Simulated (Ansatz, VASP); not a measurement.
## ZnS in VASP and in Ansatz

The input POSCAR:

```
ZnS
1.0
    3.9589906172      0.0000000000      0.0000000000
   -1.9794953086      3.4285864478      0.0000000000
    0.0000000000      0.0000000000      5.7460763399
Zn S
2 2
Direct
    0.3333333333      0.6666666667      0.0053880710
    0.6666666667      0.3333333333      0.5053880710
    0.3333333333      0.6666666667      0.3796119290
    0.6666666667      0.3333333333      0.8796119290
```

The input INCAR.step1:

```
SYSTEM = ZnS
PREC     = Accurate       ! precision mode
ENCUT    = 520            ! plane-wave cutoff, eV
ISMEAR   = 0              ! smearing method
SIGMA    = 0.05           ! smearing width, eV
LREAL    = .False.        ! projectors in reciprocal space
LASPH    = .True.         ! aspherical terms in the spheres
NELM     = 60             ! most SCF steps
NBANDS   = 26             ! bands
GGA      = PE             ! functional
ALGO     = Normal         ! electronic algorithm
EDIFF    = 1E-4           ! SCF threshold, eV
LWAVE    = .True.         ! write WAVECAR
LCHARG   = .False.        ! write CHGCAR
```

INCAR.step2

```
SYSTEM = ZnS
PREC     = Accurate       ! precision mode
ENCUT    = 520            ! plane-wave cutoff, eV
EDIFF    = 1E-7           ! SCF threshold, eV
ISMEAR   = 0              ! smearing method
SIGMA    = 0.05           ! smearing width, eV
LREAL    = .False.        ! projectors in reciprocal space
LASPH    = .True.         ! aspherical terms in the spheres
NELM     = 60             ! most SCF steps
ALGO     = Normal         ! electronic algorithm
ISIF     = 2              ! what is computed and relaxed
LWAVE    = .False.        ! write WAVECAR
LCHARG   = .True.         ! write CHGCAR
METAGGA  = R2SCAN         ! meta-GGA
LMIXTAU  = .True.       
LELF     = .True.         ! ELF
LVHAR    = .True.       
NBANDS   = 26             ! bands
ISTART   = 1
```

KPOINTS

```
Automatic mesh
0
Gamma
  6 6 4
  0 0 0
```

Input for Ansatz:

```yaml
crystal:
  lattice:
    - [3.9589906172, 0.0, 0.0]
    - [-1.9794953086, 3.4285864478, 0.0]
    - [0.0, 0.0, 5.7460763399]
  atoms:
    - { symbol: Zn, position: [0.3333333333, 0.6666666667, 0.005388071] }
    - { symbol: Zn, position: [0.6666666667, 0.3333333333, 0.505388071] }
    - { symbol: S, position: [0.3333333333, 0.6666666667, 0.379611929] }
    - { symbol: S, position: [0.6666666667, 0.3333333333, 0.879611929] }
basis:
  ecutwfc: 500
kpoints:
  mp_grid: { grid: [6, 6, 4] }
hamiltonian:
  xc: r2scan
scf:
  occupations: { method: gaussian, width: 0.05 }
output:
  forces: true
  stress: true
  eigenvalues: true
  write_density: true
  write_potential: true
  elf: true
  volumetric_format: npy
```

Change from the starting cell: strain +0.040 along x and y, -0.080 along z, atoms carried along.

Alike in both runs: task single point; functional r2SCAN; k mesh 6 × 6 × 4; occupations gaussian, width 0.05 eV; no spin polarisation.

```csv
,VASP,Ansatz
version,VASP 6.6.1,Ansatz 0.2.0
potentials or method,"VASP PAW PBE potentials, release 64 (Zn, S), cutoff 520 eV","scalar-relativistic, plane waves, PAW"
valence electrons in the cell,36,36
```

```csv
,VASP,Ansatz,Ansatz less VASP
gap on the k mesh at the Fermi level (eV),2.67,2.68,+0.004
least direct gap on the mesh (eV),2.67,2.68,+0.004
pressure (GPa),2.8,2.7,-0.05
"traceless stress, the component that is largest in VASP (GPa)",14.68,14.58,-0.102
rms of the force components (eV/Å),0.787,0.779,-0.0073
```

VASP's potentials were made for PBE, not for r2SCAN. Atom by atom the forces differ by 0.007 eV/Å (rms over components). The functional is the same, so the differences come from potentials, cutoffs and numerics.
